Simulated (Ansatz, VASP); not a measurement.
## Sb in VASP and in Ansatz

```
Sb
1.0
    12.88081    0.00000    0.00000
     0.00000    4.37837    0.00000
     0.00000    0.00000    4.55941
Sb
8
Direct
  0.86383 0.00000 0.07403
  0.11185 0.50000 0.48949
  0.36383 0.00000 0.92597
  0.61185 0.50000 0.51051
  0.88815 0.50000 0.51051
  0.13617 0.00000 0.92597
  0.38815 0.50000 0.48949
  0.63617 0.00000 0.07403
```

Change from the starting cell: the structure that the rattled cell fell into.

Alike in both runs: functional PBE; k mesh 4 × 8 × 8; occupations gaussian, width 0.1 eV; no spin polarisation.

Ansatz relaxed the structure, and its values are those at the end. VASP's run is a single point on that final structure, the one shown.

|  | VASP | Ansatz |
| --- | --- | --- |
| version | VASP 6.6.1 | Ansatz 0.2.0 |
| potentials or method | VASP PAW PBE potentials, release 64 (Sb), cutoff 520 eV | scalar-relativistic, plane waves, PAW |
| valence electrons in the cell | 40 | 120 |

VASP gave:

```
gap on the k mesh at the Fermi level (eV) : none
pressure (GPa)                            : 0.0
rms of the force components (eV/Å)        : 0.021
```

**Question.** Which values does Ansatz return?

**Answer.** gap on the k mesh at the Fermi level (eV): none; pressure (GPa): 0.0; rms of the force components (eV/Å): 0.003.

A gap of «none» marks a metal or a gap that the smearing closes. VASP's potentials hold 40 valence electrons a cell and Ansatz's 120, so a difference there can come from the potentials and not from the codes.

Spin-orbit coupling is off throughout.
